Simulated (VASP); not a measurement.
# GdN (Fm-3m) in VASP: single point with PBE

Aim: the single point of GdN with PBE.

Everything below comes from runs of VASP 6.6.1. Logs are shortened: lines on timing, memory, paths and dates and some standing lists are left out, and cuts for length are marked.

## 1. The cell of the first run

The structure is cubic, space group Fm-3m (No. 225). The conventional cell has a = 4.999 Å, b = 4.999 Å, c = 4.999 Å, α = 90.00°, β = 90.00°, γ = 90.00°. Gd (site symmetry m-3m) has 6 N at 2.50 Å within 3.3 Å. Within 3.3 Å of N (site symmetry m-3m) lie 6 Gd at 2.50 Å.

## 2. Single point, PBE, collinear spin, ferromagnetic start

Input file INCAR:

```
SYSTEM = GdN
ALGO = Normal
EDIFF = 1E-6
ENCUT = 520
GGA = PE
ISIF = 2
ISMEAR = -1
ISPIN = 2
LASPH = .TRUE.
LCHARG = .FALSE.
LMAXMIX = 6
LORBIT = 11
LREAL = .FALSE.
LWAVE = .FALSE.
MAGMOM = 7 0
NBANDS = 22
NELM = 150
PREC = Accurate
SIGMA = 0.05
```

Input file KPOINTS:

```
k-points
0
G
  11 11 11
  0 0 0
```

Input file POSCAR:

```
GdN
1.0
    0.0000000000      2.4995000000      2.4995000000
    2.4995000000      0.0000000000      2.4995000000
    2.4995000000      2.4995000000      0.0000000000
Gd N
1 1
Direct
    0.0000000000      0.0000000000      0.0000000000
    0.5000000000      0.5000000000      0.5000000000
```

Potentials or basis: VASP PAW PBE potentials, release 64 (Gd, N).

On the command line:

```bash
cat potpaw_PBE.64/Gd/POTCAR potpaw_PBE.64/N/POTCAR > POTCAR
mpirun -np 1 vasp_std > vasp.out
```

OUTCAR:

```text
SYSTEM = GdN
   EDIFF = 1E-6
   ENCUT = 520
   GGA = PE
   ISIF = 2
   ISMEAR = -1
   ISPIN = 2
   LASPH = .TRUE.
   LORBIT = 11
   LREAL = .FALSE.
   NELM = 150
   PREC = Accurate

 ion  position               nearest neighbor table
   1  0.000  0.000  0.000-   2 2.50   2 2.50   2 2.50   2 2.50   2 2.50   2 2.50
   2  0.500  0.500  0.500-   1 2.50   1 2.50   1 2.50   1 2.50   1 2.50   1 2.50

  LATTYP: Found a face centered cubic cell.
 ALAT       =     4.9990000000

  Lattice vectors:

 A1 = (   0.0000000000,   2.4995000000,   2.4995000000)
 A2 = (   2.4995000000,   0.0000000000,   2.4995000000)
 A3 = (   2.4995000000,   2.4995000000,   0.0000000000)

Analysis of symmetry for initial positions (statically):
=====================================================================
 Subroutine PRICEL returns:
 Original cell was already a primitive cell.

 Routine SETGRP: Setting up the symmetry group for a
 face centered cubic supercell.

 Subroutine GETGRP returns: Found 48 space group operations
 (whereof 48 operations were pure point group operations)
 out of a pool of 48 trial point group operations.

The static configuration has the point symmetry O_h .

Analysis of symmetry for dynamics (positions and initial velocities):
=====================================================================
 Subroutine PRICEL returns:
 Original cell was already a primitive cell.

 Routine SETGRP: Setting up the symmetry group for a
 face centered cubic supercell.

 Subroutine GETGRP returns: Found 48 space group operations
 (whereof 48 operations were pure point group operations)
 out of a pool of 48 trial point group operations.

The dynamic configuration has the point symmetry O_h .

Analysis of structural, dynamic, and magnetic symmetry:
=====================================================================
 Subroutine PRICEL returns:
 Original cell was already a primitive cell.

 Routine SETGRP: Setting up the symmetry group for a
 face centered cubic supercell.

 Subroutine GETGRP returns: Found 48 space group operations
 (whereof 48 operations were pure point group operations)
 out of a pool of 48 trial point group operations.

The overall configuration has the point symmetry O_h .

 Subroutine INISYM returns: Found 48 space group operations
 (whereof 48 operations are pure point group operations),
 and found     1 'primitive' translations

----------------------------------------------------------------------------------------

                                     Primitive cell

  volume of cell :      31.2313

  direct lattice vectors                    reciprocal lattice vectors
     0.000000000  2.499500000  2.499500000    -0.200040008  0.200040008  0.200040008
     2.499500000  0.000000000  2.499500000     0.200040008 -0.200040008  0.200040008
     2.499500000  2.499500000  0.000000000     0.200040008  0.200040008 -0.200040008

  length of vectors
     3.534826799  3.534826799  3.534826799     0.346479457  0.346479457  0.346479457

  position of ions in fractional coordinates (direct lattice)
     0.000000000  0.000000000  0.000000000
     0.500000000  0.500000000  0.500000000

  ion indices of the primitive-cell ions
   primitive index   ion index
                 1           1
                 2           2

----------------------------------------------------------------------------------------

 KPOINTS: k-points

Automatic generation of k-mesh.
 Grid dimensions read from file:
 generate k-points for:   11   11   11

 Generating k-lattice:

  Cartesian coordinates                     Fractional coordinates (reciprocal lattice)
    -0.018185455  0.018185455  0.018185455     0.090909091  0.000000000  0.000000000
     0.018185455 -0.018185455  0.018185455     0.000000000  0.090909091  0.000000000
     0.018185455  0.018185455 -0.018185455     0.000000000  0.000000000  0.090909091

  Length of vectors
     0.031498132  0.031498132  0.031498132

  Shift w.r.t. Gamma in fractional coordinates (k-lattice)
     0.000000000  0.000000000  0.000000000

 Subroutine IBZKPT returns following result:
 ===========================================

 Found     56 irreducible k-points:

 Following reciprocal coordinates:
            Coordinates               Weight
  0.000000  0.000000  0.000000      1.000000
  0.090909  0.000000  0.000000      8.000000
  0.181818  0.000000  0.000000      8.000000
  0.272727  0.000000  0.000000      8.000000
  0.363636  0.000000  0.000000      8.000000
  0.454545  0.000000  0.000000      8.000000
[... 16 lines left out ...]
 -0.272727  0.181818  0.000000     24.000000
 -0.181818  0.181818  0.000000     12.000000
 [... further k-points ...]
   k-points           NKPTS =     56   k-points in BZ     NKDIM =     56   number of bands    NBANDS=     22
   number of dos      NEDOS =    301   number of ions     NIONS =      2
   total plane-waves  NPLWV =  21952
   dimension x,y,z NGX =    28 NGY =   28 NGZ =   28
   dimension x,y,z NGXF=    56 NGYF=   56 NGZF=   56
   ions per type =               1   1
   NGX,Y,Z   is equivalent  to a cutoff of  13.17, 13.17, 13.17 a.u.
   NGXF,Y,Z  is equivalent  to a cutoff of  26.34, 26.34, 26.34 a.u.
 SYSTEM =  GdN
   PREC   = accura    normal or accurate (medium, high low for compatibility)
   ISTART =      0    job   : 0-new  1-cont  2-samecut
   ICHARG =      2    charge: 1-file 2-atom 10-const
   ISPIN  =      2    spin polarized calculation?
   LNONCOLLINEAR =      F non collinear calculations
   LSORBIT =      F    spin-orbit coupling
   LASPH  =      T    aspherical Exc in radial PAW
   ENCUT  =  520.0 eV  38.22 Ry    6.18 a.u.   6.57  6.57  6.57*2*pi/ulx,y,z
   NELM   =    150;   NELMIN=  2; NELMDL= -5     # of ELM steps
   EDIFF  = 0.1E-05   stopping-criterion for ELM
   LREAL  =      F    real-space projection
   EDIFFG = 0.1E-04   stopping-criterion for IOM
   NSW    =      0    number of steps for IOM
   IBRION =     -1    ionic relax: 0-MD 1-quasi-New 2-CG
   NFREE  =      0    steps in history (QN), initial steepest desc. (CG)
   ISIF   =      2    stress and relaxation
   ISYM   =      2    0-nonsym 1-usesym 2-fastsym
   POTIM  = 0.5000    time-step for ionic-motion
   TEBEG  =    0.0;   TEEND  =   0.0 temperature during run
   PSTRESS=    0.0 pullay stress
   NELECT =      23.0000    total number of electrons
   NUPDOWN=      -1.0000    fix difference up-down
   EMIN   =  10.00;   EMAX   =-10.00  energy-range for DOS
   EFERMI =   0.00;   METHOD = LEGACY
   ISMEAR =    -1;   SIGMA  =   0.05  broadening in eV -4-tet -1-fermi 0-gaus
   EFERMI_NEDOS =   21; number of points for ismear=-14 and -15
   IALGO  =     38    algorithm
   IMIX   =      4    mixing-type and parameters
     AMIX     =   0.40;   BMIX     =  1.00
     AMIX_MAG =   1.60;   BMIX_MAG =  1.00
  volume/ion in A,a.u.               =      15.62       105.38
  Fermi-wavevector in a.u.,A,eV,Ry     =   1.478385  2.793743 29.737208  2.185623
  Thomas-Fermi vector in A             =   2.592673
   LORBIT       =     11    0 simple, 1 ext, 2 COOP (PROOUT), +10 PAW based schemes
   GGA     = PE    functional components
   LHFCALC =     F    Hartree Fock is set to
   AEXX    =    0.0000 exact exchange contribution
   IVDW    =     0    specifies the selected vdW correction
   LEPSILON=     F    determine dielectric tensor
   LRPA    =     F    only Hartree local field effects (RPA)
 spin polarized calculation
  energy-cutoff  :      520.00
  volume of cell :       31.23
 maximum number of plane-waves:       869
   NGX = 13   NGY = 13   NGZ = 13

 number of electron      23.0000005 magnetization       6.9987222

 Free energy of the ion-electron system (eV)
  ---------------------------------------------------
  ext. energy  EPLUGINS =         0.00000000
  ---------------------------------------------------
  free energy    TOTEN  =       -23.21592212 eV

  energy without entropy =      -23.21525507  energy(sigma->0) =      -23.21558859

 E-fermi :   3.8773     XC(G=0): -11.5365

 val. band max:        3.8025133805   @ k =   0.3636   0.3636   0.0000
 cond. band min:       3.8839763054   @ k =   0.0909   0.0909   0.0000
 fundamental gap:      0.0814629249
 Fermi energy:         3.8772932054

 spin component 1

 k-point     1 :       0.0000    0.0000    0.0000
  band No.  band energies     occupation
      1     -39.9182      1.00000
      2     -16.9222      1.00000
      3     -16.9222      1.00000
      4     -16.9222      1.00000
      5      -9.1618      1.00000
      6       0.2430      1.00000
[... 14 lines left out ...]
     21       8.4650      0.00000
     22      14.4918      0.00000
[... 552 lines left out ...]
  band No.  band energies     occupation
      1     -39.8595      1.00000
      2     -17.5679      1.00000
      3     -17.1397      1.00000
      4     -16.9572      1.00000
      5      -8.1603      1.00000
      6       0.0352      1.00000
[... 14 lines left out ...]
     21      12.3876      0.00000
     22      18.2063      0.00000

 [... further k-points ...]

 spin component 2

 k-point     1 :       0.0000    0.0000    0.0000
  band No.  band energies     occupation
      1     -36.8189      1.00000
      2     -14.6756      1.00000
      3     -14.6756      1.00000
      4     -14.6756      1.00000
      5      -9.1579      1.00000
      6       3.0086      1.00000
[... 14 lines left out ...]
     21       9.4263      0.00000
     22      15.4318      0.00000
[... 552 lines left out ...]
  band No.  band energies     occupation
      1     -36.7429      1.00000
      2     -15.5586      1.00000
      3     -14.9464      1.00000
      4     -14.7106      1.00000
      5      -8.0111      1.00000
      6       0.8698      1.00000
[... 14 lines left out ...]
     21      13.2554      0.00000
     22      19.2561      0.00000

 [... further k-points ...]

------------------------ aborting loop because EDIFF is reached ----------------------------------------

  FORCE on cell =-STRESS in cart. coord.  units (eV):
  Direction    XX          YY          ZZ          XY          YZ          ZX
  --------------------------------------------------------------------------------------
  -------------------------------------------------------------------------------------
  Total       -0.3013893     -0.3013893     -0.3013893     -0.0000000      0.0000000     -0.0000000
  in kB      -15.4614067    -15.4614067    -15.4614067     -0.0000000      0.0000000     -0.0000000
  external PRESSURE =     -15.4614067 kB  Pullay stress =       0.0000000 kB

 VOLUME and BASIS-vectors are now :
 -----------------------------------------------------------------------------
  energy-cutoff  :      520.00
  volume of cell :       31.23
      direct lattice vectors                 reciprocal lattice vectors
     0.000000000  2.499500000  2.499500000    -0.200040008  0.200040008  0.200040008
     2.499500000  0.000000000  2.499500000     0.200040008 -0.200040008  0.200040008
     2.499500000  2.499500000  0.000000000     0.200040008  0.200040008 -0.200040008

 POSITION                                       TOTAL-FORCE (eV/Angst)
 -----------------------------------------------------------------------------------
      0.00000      0.00000      0.00000         0.000000      0.000000      0.000000
      2.49950      2.49950      2.49950        -0.000000     -0.000000     -0.000000
 -----------------------------------------------------------------------------------
    total drift:                                0.000000      0.000000      0.000000

  FREE ENERGIE OF THE ION-ELECTRON SYSTEM (eV)
  ---------------------------------------------------
  free  energy   TOTEN  =       -23.2159221184 eV

  energy  without entropy=      -23.2152550675  energy(sigma->0) =      -23.21558859

 total charge

# of ion       s       p       d       f       tot
--------------------------------------------------
    1        2.033   5.661   0.527   6.999  15.220
    2        1.249   2.379   0.000   0.000   3.629
--------------------------------------------------
tot          3.283   8.040   0.527   6.999  18.849

 magnetization (x)

# of ion       s       p       d       f       tot
--------------------------------------------------
    1       -0.006  -0.081   0.083   6.808   6.804
    2       -0.007  -0.078   0.000   0.000  -0.085
--------------------------------------------------
tot         -0.012  -0.159   0.083   6.808   6.719
```

It took 2.9 min on 1 thread of Intel Xeon Platinum 8488C (Sapphire Rapids), shared host; peak memory 0.23 GiB.

Results:

```yaml
Free_energy: -23.2159 eV
Pressure: -1.5 GPa
Band_gap_on_the_k_mesh: zero (filled and empty bands overlap)
Net_moment: 7.00 μB per cell
Site_moments: Gd +6.80; N -0.09 μB
Valence_electrons_inside_the_program's_atomic_spheres: Gd 15.22; N 3.63
```

Caveat: spin-orbit coupling is left out, which moves the levels of the heavy elements; a cell with one magnetic atom can't hold antiferromagnetic order, which such compounds often take; semilocal functionals describe open f shells poorly, which spoils levels, moments and volumes. The state reached can hang on the start; a lower one may exist.

The gap in the log of VASP goes by the Fermi energy; the results here count the filled bands.